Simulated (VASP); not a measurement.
Here is a VASP 6.6.1 calculation.

File INCAR:

```
SYSTEM = Si16As
ALGO = Normal
EDIFF = 1E-6
ENCUT = 520
GGA = PE
ISIF = 2
ISMEAR = 0
ISPIN = 2
LASPH = .True.
LCHARG = .True.
LELF = .True.
LORBIT = 11
LREAL = Auto
LVHAR = .True.
LWAVE = .False.
MAGMOM = 0 0 0 0 0 0 0 0 0 0 0 0 0 0 0 0 0
NBANDS = 52
NELM = 150
PREC = Accurate
SIGMA = 0.02
```

KPOINTS

```
k-points
0
Gamma
  2 2 2
  0 0 0
```

POSCAR

```
Si16As
1.0
    0.0000000000      5.4300000000      5.4300000000
    5.4300000000      0.0000000000      5.4300000000
    5.4300000000      5.4300000000      0.0000000000
Si As
16 1
Direct
    0.0131416206      0.0130631676     -0.0370823204
    0.1270369245      0.1275310313      0.1075039595
   -0.0240783610     -0.0235063536      0.4765897790
    0.1014115101      0.1017162983      0.6018308471
    0.0172330571      0.4978566298     -0.0020673112
    0.1617167587      0.6120688766      0.1120917127
    0.0132977901      0.4628038674      0.5130598527
    0.1270350829      0.6074043278      0.6276354512
    0.4973886740      0.0180779926     -0.0020941989
    0.6117669429      0.1629562615      0.1115085635
    0.4624549724      0.0136153775      0.5133558932
    0.6068301105      0.1276216390      0.6277253223
    0.5227843462      0.5239134438      0.0240607735
    0.6482521179      0.6490543278      0.1492232044
    0.4973661142      0.4978011050      0.5182506446
    0.6117522099      0.6113908840      0.6631380295
    0.8115948435      0.8130042357      0.3132885820
```

Potentials or basis: VASP PAW PBE potentials, release 64 (Si, As).

Command:

```bash
$ cat potpaw_PBE.64/Si/POTCAR potpaw_PBE.64/As/POTCAR > POTCAR
$ mpirun -np 1 vasp_std > vasp.out
```

(1) Predict the pressure.

(2) Predict the largest force.

(3) Estimate the net moment.

## Answers

(1) 5.4 GPa.

(2) 0.058 eV/Å.

(3) 0.00 μB per cell.

Caveat: the k points lie up to 0.50 Å⁻¹ apart; no moment was typed at the start, so none could form.
